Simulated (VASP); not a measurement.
# YN (sol2) (I4/mmm) in VASP: further runs

Runs on YN (sol2). Level: PBEsol. Tasks: single point.

All numbers are computed with VASP 6.6.1; they aren't measurements. Logs are shortened: lines on timing, memory, paths and dates and some standing lists are left out, and cuts for length are marked.

## (1) The cell of the first run

Symmetry: I4/mmm, No. 139, tetragonal system. The conventional cell has a = 3.421 Å, b = 3.421 Å, c = 4.930 Å, α = 90.00°, β = 90.00°, γ = 90.00°. Y (site symmetry 4/mmm) has 6 N at 2.42 to 2.46 Å within 3.2 Å. Within 3.2 Å of N (site symmetry 4/mmm) lie 6 Y at 2.42 to 2.46 Å.

## (2) Single point, PBEsol (strained cell)

Input file INCAR:

```
SYSTEM = YN
PREC = Accurate
ENCUT = 600
EDIFF = 1E-6
ISMEAR = 0
SIGMA = 0.01
LREAL = .FALSE.
LASPH = .TRUE.
NELM = 120
ALGO = Normal
ISIF = 2
LWAVE = .FALSE.
LCHARG = .FALSE.
GGA = PS
NBANDS = 15
GGA_COMPAT = .FALSE.
```

Input file KPOINTS:

```
regular mesh
0
G
  10 10 10
  0 0 0
```

Input file POSCAR:

```
YN
1.0
    0.0000000000      2.4192292098      2.4647604998
    2.4192292098      0.0000000000      2.4647604998
    2.4192292098      2.4192292098      0.0000000000
Y N
1 1
Direct
    0.0000000000      0.0000000000      0.0000000000
    0.5000000000      0.5000000000      0.5000000000
```

Potentials or basis: VASP PAW PBE potentials, release 64 (Y_sv, N).

On the command line:

```bash
$ cat potpaw_PBE.64/Y_sv/POTCAR potpaw_PBE.64/N/POTCAR > POTCAR
$ mpirun -np 1 vasp_std > vasp.out
```

OUTCAR:

```text
SYSTEM = YN
   PREC = Accurate
   ENCUT = 600
   EDIFF = 1E-6
   ISMEAR = 0
   LREAL = .FALSE.
   LASPH = .TRUE.
   NELM = 120
   ISIF = 2
   GGA = PS

 ion  position               nearest neighbor table
   1  0.000  0.000  0.000-   2 2.42   2 2.42   2 2.42   2 2.42   2 2.46   2 2.46
   2  0.500  0.500  0.500-   1 2.42   1 2.42   1 2.42   1 2.42   1 2.46   1 2.46

  LATTYP: Found a body centered tetragonal cell.
 ALAT       =     3.4213067590
 C/A-ratio  =     1.4408298778

  Lattice vectors:

 A1 = (  -2.4192292098,   0.0000000000,   2.4647604998)
 A2 = (   2.4192292098,   0.0000000000,   2.4647604998)
 A3 = (   0.0000000000,   2.4192292098,  -2.4647604998)

Analysis of symmetry for initial positions (statically):
=====================================================================
 Subroutine PRICEL returns:
 Original cell was already a primitive cell.

 Routine SETGRP: Setting up the symmetry group for a
 body centered tetragonal supercell.

 Subroutine GETGRP returns: Found 16 space group operations
 (whereof 16 operations were pure point group operations)
 out of a pool of 16 trial point group operations.

The static configuration has the point symmetry D_4h.

Analysis of symmetry for dynamics (positions and initial velocities):
=====================================================================
 Subroutine PRICEL returns:
 Original cell was already a primitive cell.

 Routine SETGRP: Setting up the symmetry group for a
 body centered tetragonal supercell.

 Subroutine GETGRP returns: Found 16 space group operations
 (whereof 16 operations were pure point group operations)
 out of a pool of 16 trial point group operations.

The dynamic configuration has the point symmetry D_4h.

 Subroutine INISYM returns: Found 16 space group operations
 (whereof 16 operations are pure point group operations),
 and found     1 'primitive' translations

----------------------------------------------------------------------------------------

                                     Primitive cell

  volume of cell :      28.8509

  direct lattice vectors                    reciprocal lattice vectors
     0.000000000  2.419229210  2.464760500    -0.206677399  0.206677399  0.202859466
     2.419229210  0.000000000  2.464760500     0.206677399 -0.206677399  0.202859466
     2.419229210  2.419229210  0.000000000     0.206677399  0.206677399 -0.202859466

  length of vectors
     3.453652312  3.453652312  3.421306759     0.355785128  0.355785128  0.355785128

  position of ions in fractional coordinates (direct lattice)
     0.000000000  0.000000000  0.000000000
     0.500000000  0.500000000  0.500000000

  ion indices of the primitive-cell ions
   primitive index   ion index
                 1           1
                 2           2

----------------------------------------------------------------------------------------

 KPOINTS: regular mesh

Automatic generation of k-mesh.
 Grid dimensions read from file:
 generate k-points for:   10   10   10

 Generating k-lattice:

  Cartesian coordinates                     Fractional coordinates (reciprocal lattice)
    -0.020667740  0.020667740  0.020285947     0.100000000  0.000000000  0.000000000
     0.020667740 -0.020667740  0.020285947     0.000000000  0.100000000  0.000000000
     0.020667740  0.020667740 -0.020285947    -0.000000000 -0.000000000  0.100000000

  Length of vectors
     0.035578513  0.035578513  0.035578513

  Shift w.r.t. Gamma in fractional coordinates (k-lattice)
     0.000000000  0.000000000  0.000000000

 Subroutine IBZKPT returns following result:
 ===========================================

 Found    102 irreducible k-points:

 Following reciprocal coordinates:
            Coordinates               Weight
  0.000000  0.000000  0.000000      1.000000
  0.100000  0.000000  0.000000      8.000000
  0.200000  0.000000  0.000000      8.000000
  0.300000  0.000000  0.000000      8.000000
  0.400000  0.000000  0.000000      8.000000
  0.500000  0.000000  0.000000      4.000000
[... 16 lines left out ...]
  0.300000  0.300000  0.000000      2.000000
  0.400000  0.300000  0.000000      8.000000
 [... further k-points ...]
   k-points           NKPTS =    102   k-points in BZ     NKDIM =    102   number of bands    NBANDS=     15
   number of dos      NEDOS =    301   number of ions     NIONS =      2
   total plane-waves  NPLWV =  21952
   dimension x,y,z NGX =    28 NGY =   28 NGZ =   28
   dimension x,y,z NGXF=    56 NGYF=   56 NGZF=   56
   ions per type =               1   1
   NGX,Y,Z   is equivalent  to a cutoff of  13.48, 13.48, 13.61 a.u.
   NGXF,Y,Z  is equivalent  to a cutoff of  26.96, 26.96, 27.21 a.u.
 SYSTEM =  YN
   PREC   = accura    normal or accurate (medium, high low for compatibility)
   ISTART =      0    job   : 0-new  1-cont  2-samecut
   ICHARG =      2    charge: 1-file 2-atom 10-const
   ISPIN  =      1    spin polarized calculation?
   LNONCOLLINEAR =      F non collinear calculations
   LSORBIT =      F    spin-orbit coupling
   LASPH  =      T    aspherical Exc in radial PAW
   ENCUT  =  600.0 eV  44.10 Ry    6.64 a.u.   6.90  6.90  6.83*2*pi/ulx,y,z
   NELM   =    120;   NELMIN=  2; NELMDL= -5     # of ELM steps
   EDIFF  = 0.1E-05   stopping-criterion for ELM
   LREAL  =      F    real-space projection
   EDIFFG = 0.1E-04   stopping-criterion for IOM
   NSW    =      0    number of steps for IOM
   IBRION =     -1    ionic relax: 0-MD 1-quasi-New 2-CG
   NFREE  =      0    steps in history (QN), initial steepest desc. (CG)
   ISIF   =      2    stress and relaxation
   ISYM   =      2    0-nonsym 1-usesym 2-fastsym
   POTIM  = 0.5000    time-step for ionic-motion
   TEBEG  =    0.0;   TEEND  =   0.0 temperature during run
   PSTRESS=    0.0 pullay stress
   NELECT =      16.0000    total number of electrons
   NUPDOWN=      -1.0000    fix difference up-down
   EMIN   =  10.00;   EMAX   =-10.00  energy-range for DOS
   EFERMI =   0.00;   METHOD = LEGACY
   ISMEAR =     0;   SIGMA  =   0.01  broadening in eV -4-tet -1-fermi 0-gaus
   EFERMI_NEDOS =   21; number of points for ismear=-14 and -15
   IALGO  =     38    algorithm
   IMIX   =      4    mixing-type and parameters
     AMIX     =   0.40;   BMIX     =  1.00
     AMIX_MAG =   1.60;   BMIX_MAG =  1.00
  volume/ion in A,a.u.               =      14.43        97.35
  Fermi-wavevector in a.u.,A,eV,Ry     =   1.345019  2.541718 24.613992  1.809077
  Thomas-Fermi vector in A             =   2.472966
   LORBIT       =      0    0 simple, 1 ext, 2 COOP (PROOUT), +10 PAW based schemes
   GGA     = PS    functional components
   LHFCALC =     F    Hartree Fock is set to
   AEXX    =    0.0000 exact exchange contribution
   IVDW    =     0    specifies the selected vdW correction
   LEPSILON=     F    determine dielectric tensor
   LRPA    =     F    only Hartree local field effects (RPA)
 non-spin polarized calculation
 Gauss-broadening in eV      SIGMA  =   0.01
  energy-cutoff  :      600.00
  volume of cell :       28.85
 maximum number of plane-waves:       983
   NGX = 13   NGY = 13   NGZ = 13

 number of electron      16.0000001 magnetization

 Free energy of the ion-electron system (eV)
  ---------------------------------------------------
  ext. energy  EPLUGINS =         0.00000000
  ---------------------------------------------------
  free energy    TOTEN  =       -19.12624096 eV

  energy without entropy =      -19.12624057  energy(sigma->0) =      -19.12624076

 E-fermi :   4.1311     XC(G=0): -11.5060

 val. band max:        4.1109503220   @ k =   0.0000   0.0000   0.0000
 cond. band min:       4.1513013162   @ k =   0.5000   0.0000   0.5000
 fundamental gap:      0.0403509942
 Fermi energy:         4.1311257291

 k-point     1 :       0.0000    0.0000    0.0000
  band No.  band energies     occupation
      1     -36.5562      2.00000
      2     -16.2234      2.00000
      3     -16.2090      2.00000
      4     -16.2090      2.00000
      5      -8.8173      2.00000
      6       4.0269      2.00000
      7       4.1109      1.99567
      8       4.1110      1.99567
      9       7.0824      0.00000
     10       7.2522      0.00000
     11       7.2522      0.00000
     12       8.1855      0.00000
     13       9.2014      0.00000
     14       9.3529      0.00000
     15      14.8213      0.00000

 k-point     2 :       0.1000    0.0000    0.0000
  band No.  band energies     occupation
      1     -36.5440      2.00000
      2     -16.3478      2.00000
      3     -16.2286      2.00000
      4     -16.2162      2.00000
      5      -8.6316      2.00000
      6       3.4367      2.00000
      7       3.7113      2.00000
      8       3.7592      2.00000
      9       7.2471      0.00000
     10       7.4252      0.00000
     11       7.4947      0.00000
     12       8.7691      0.00000
     13       9.7165      0.00000
     14       9.8799      0.00000
     15      15.4886      0.00000

 k-point     3 :       0.2000    0.0000    0.0000
  band No.  band energies     occupation
      1     -36.5120      2.00000
      2     -16.6749      2.00000
      3     -16.2550      2.00000
      4     -16.2348      2.00000
      5      -8.1605      2.00000
      6       2.2114      2.00000
      7       3.0060      2.00000
      8       3.0476      2.00000
      9       7.4939      0.00000
     10       8.0898      0.00000
     11       8.1431      0.00000
     12       9.9981      0.00000
     13      10.9338      0.00000
     14      11.1345      0.00000
     15      17.0767      0.00000

 k-point     4 :       0.3000    0.0000    0.0000
  band No.  band energies     occupation
      1     -36.4720      2.00000
      2     -17.0426      2.00000
      3     -16.2870      2.00000
      4     -16.2576      2.00000
      5      -7.5921      2.00000
      6       1.0413      2.00000
      7       2.3543      2.00000
      8       2.3826      2.00000
      9       8.0587      0.00000
     10       9.0725      0.00000
     11       9.0736      0.00000
     12      11.1035      0.00000
     13      12.3508      0.00000
     14      12.6223      0.00000
     15      18.1301      0.00000
[... 307 lines left out ...]
 k-point    22 :      -0.2000    0.2000    0.0000
  band No.  band energies     occupation
      1     -36.4575      2.00000
      2     -17.0004      2.00000
      3     -16.4887      2.00000
      4     -16.2416      2.00000
      5      -7.5538      2.00000
      6       1.0043      2.00000
      7       2.1339      2.00000
      8       2.7490      2.00000
      9       8.0027      0.00000
     10       8.6681      0.00000
     11       9.7046      0.00000
     12      10.4264      0.00000
     13      12.8059      0.00000
     14      13.7418      0.00000
     15      18.7234      0.00000

 k-point    23 :       0.3000    0.3000    0.0000
  band No.  band energies     occupation
      1     -36.4493      2.00000
      2     -16.8974      2.00000
      3     -16.4254      2.00000
      4     -16.4254      2.00000
      5      -8.0840      2.00000
      6       1.4444      2.00000
      7       3.6361      2.00000
      8       3.6361      2.00000
      9       4.9416      0.00000
     10      10.2618      0.00000
     11      10.3572      0.00000
     12      10.7073      0.00000
     13      10.7073      0.00000
     14      14.1320      0.00000
     15      19.6007      0.00000

 k-point    24 :       0.4000    0.3000    0.0000
  band No.  band energies     occupation
      1     -36.4243      2.00000
      2     -17.0135      2.00000
      3     -16.5017      2.00000
      4     -16.4576      2.00000
      5      -8.0507      2.00000
      6       1.6322      2.00000
      7       3.1426      2.00000
      8       3.4334      2.00000
      9       5.1897      0.00000
     10      10.8960      0.00000
     11      11.0115      0.00000
     12      11.2980      0.00000
     13      11.2996      0.00000
     14      14.3768      0.00000
     15      17.6161      0.00000

 [... further k-points ...]
[... 5 lines left out ...]
  --------------------------------------------------------------------------------------
  -------------------------------------------------------------------------------------
  Total        0.0343247      0.0343247     -0.7957695      0.0000000      0.0000000     -0.0000000
  in kB        1.9061558      1.9061558    -44.1915396      0.0000000      0.0000000     -0.0000000
  external PRESSURE =     -13.4597427 kB  Pullay stress =       0.0000000 kB

 VOLUME and BASIS-vectors are now :
 -----------------------------------------------------------------------------
  energy-cutoff  :      600.00
  volume of cell :       28.85
      direct lattice vectors                 reciprocal lattice vectors
     0.000000000  2.419229210  2.464760500    -0.206677399  0.206677399  0.202859466
     2.419229210  0.000000000  2.464760500     0.206677399 -0.206677399  0.202859466
     2.419229210  2.419229210  0.000000000     0.206677399  0.206677399 -0.202859466

 POSITION                                       TOTAL-FORCE (eV/Angst)
 -----------------------------------------------------------------------------------
      0.00000      0.00000      0.00000        -0.000000     -0.000000      0.000000
      2.41923      2.41923      2.46476         0.000000      0.000000     -0.000000
 -----------------------------------------------------------------------------------
    total drift:                                0.000000      0.000000      0.000000

  FREE ENERGIE OF THE ION-ELECTRON SYSTEM (eV)
  ---------------------------------------------------
  free  energy   TOTEN  =       -19.1262409575 eV

  energy  without entropy=      -19.1262405723  energy(sigma->0) =      -19.12624076
```

It took 49 s on 1 thread of AMD EPYC 7R43 (Zen 3), shared host; peak memory 0.18 GiB.

What came out:

| Quantity | Value |
| --- | --- |
| Free energy | -19.1262 eV |
| Pressure | -1.3 GPa |
| Band gap on the k mesh | 0.04 eV, indirect (least direct gap 0.42 eV) |

Levels at points of the mesh, in eV from the valence-band top:
```csv
k point,band 4,band 5,band 6,band 7,band 8,band 9,band 10,band 11,band 12,band 13
"(0.00, 0.00, 0.00)",-20.32,-12.93,-0.08,0.00,0.00,2.97,3.14,3.14,4.07,5.09
"(0.50, 0.00, 0.00)",-20.39,-11.06,-4.20,-2.34,-2.32,5.72,6.38,6.47,6.68,10.14
"(0.50, 0.50, 0.00)",-20.65,-12.48,-1.63,-0.36,-0.36,0.09,6.92,7.31,8.01,8.01
"(0.50, 0.00, 0.50)",-20.67,-12.48,-1.46,-0.48,-0.38,0.04,6.84,7.41,7.90,8.13
```

Caveat: the cell differs from its parent crystal (strained cell); the PAW data sets were made with another functional, which shifts forces and pressure a little. A k mesh can miss the band edges.

## (3) Single point, PBEsol (strained cell)

Input file INCAR:

```
  PREC = Accurate
  ENCUT = 600
  EDIFF = 1E-6
  ISMEAR = 0
  SIGMA = 0.01
  LREAL = F
  LASPH = T
  NELM = 120
  ALGO = Normal
  ISIF = 2
  LWAVE = F
  LCHARG = F
  GGA = PS
  NBANDS = 15
  GGA_COMPAT = F
```

Input file KPOINTS:

```
Automatic mesh
0
Gamma
  10 10 10
```

Input file POSCAR:

```
YN
1.0
    0.0000000000      2.4215694724      2.4647604998
    2.4215694724      0.0000000000      2.4647604998
    2.4215694724      2.4215694724      0.0000000000
Y N
1 1
Direct
    0.0000000000      0.0000000000      0.0000000000
    0.5000000000      0.5000000000      0.5000000000
```

Potentials or basis: VASP PAW PBE potentials, release 64 (Y_sv, N).

On the command line:

```bash
$ cat potpaw_PBE.64/Y_sv/POTCAR potpaw_PBE.64/N/POTCAR > POTCAR
$ mpirun -np 1 vasp_std > vasp.out
```

Run time: 61 s. Hardware: 1 thread of AMD EPYC 7R43 (Zen 3), shared host; peak memory 0.19 GiB.

The run converged. Its results:

```yaml
Free_energy: -19.1263 eV
Pressure: -1.7 GPa
Band_gap_on_the_k_mesh: 0.05 eV, indirect (least direct gap 0.43 eV)
```

Stress tensor (GPa, compression positive):
```
-0.23  0.00  0.00
 0.00 -0.23  0.00
 0.00  0.00 -4.57
```

Levels at points of the mesh, in eV from the valence-band top:
```csv
k point,band 5,band 6,band 7,band 8,band 9,band 10,band 11,band 12
"(0.00, 0.00, 0.00)",-12.92,-0.08,0.00,0.00,2.98,3.14,3.14,4.07
"(0.50, 0.00, 0.00)",-11.06,-4.20,-2.33,-2.32,5.71,6.37,6.46,6.67
"(0.50, 0.50, 0.00)",-12.48,-1.62,-0.37,-0.37,0.09,6.90,7.29,7.99
"(0.50, 0.00, 0.50)",-12.48,-1.46,-0.47,-0.38,0.05,6.84,7.39,7.89
```

Caveat: the cell differs from its parent crystal (strained cell); the PAW data sets were made with another functional, which shifts forces and pressure a little. A k mesh can miss the band edges.

(Continued in part 2 of 2.)
